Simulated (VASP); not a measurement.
Crystal: AlRu.

```
Al Ru
1.0
     2.99160    0.00000    0.00000
     0.00000    2.99160    0.00000
     0.00000    0.00000    2.99160
Al Ru
1 1
Direct
  0.00000 0.00000 0.00000
  0.50000 0.50000 0.50000
```

Base run:

```yaml
Program: VASP 6.6.1
Functional: PBEsol
Potentials_or_basis: VASP PAW PBE potentials, release 64 (Al, Ru_pv)
Cutoff: 500 eV
k_mesh: 9 × 9 × 9
Occupations: fermi-dirac, width 0.1 eV
Spin: no spin polarisation
```

Its results: band gap on the k mesh zero (an odd number of electrons rules out a gap without spin polarisation); pressure -3.1 GPa.

Question: The run is repeated on the same cell with these changes: functional from PBEsol to LDA; potentials or basis from VASP PAW PBE potentials, release 64 (Al, Ru_pv) to VASP PAW LDA potentials, release 64 (Al, Ru_pv). What comes out?

Answer: Band gap on the k mesh zero (an odd number of electrons rules out a gap without spin polarisation); pressure -7.5 GPa.

Caveats: the cell stands under tension; the PAW data sets were made with another functional, which shifts forces and pressure a little (at least some runs).
